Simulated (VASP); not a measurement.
The system is GaGe.

```
Ge Ga
1.0
     0.00000    2.89784    2.89784
     2.89784    0.00000    2.89784
     2.89784    2.89784    0.00000
Ge Ga
1 1
Cartesian
  0.0000 0.0000 0.0000
  1.4489 1.4489 1.4489
```

```yaml
Program: VASP 6.6.1
Task: relaxation of cell and atoms
Functional: PBEsol
Potentials_or_basis: VASP PAW PBE potentials, release 64 (Ge_d, Ga_d)
Cutoff: 600 eV
k_mesh: 8 × 8 × 8
Occupations: fermi-dirac, width 0.05 eV
Spin: no spin polarisation
```

At the start: pressure -2.4 GPa; volume 24.33 Å³/atom.

How do energy, volume and symmetry change on relaxing?

Over 4 steps the energy falls by 8.9 meV/atom and the volume is 23.28 Å³/atom (-4.3 %); space group F-43m (No. 216, to 0.05 Å).

The path:
```tsv
step	energy change (eV)	largest force (eV/Å)	pressure (GPa)	volume (Å³)
1	0.0000	0.0000	-2.43	48.67
2	-0.0177	0.0000	0.36	46.12
3	-0.0180	0.0000	0.20	46.40
4	-0.0178	0.0000	-0.07	46.57
```

Final structure:
```yaml
crystal:
  lattice:
    - [0.00000, 2.85555, 2.85555]
    - [2.85555, 0.00000, 2.85555]
    - [2.85555, 2.85555, 0.00000]
  atoms:
    - { symbol: Ge, position: [0.00000, 0.00000, 0.00000] }
    - { symbol: Ga, position: [0.25000, 0.25000, 0.25000] }
```

Caveat: the PAW data sets were made with another functional, which shifts forces and pressure a little.
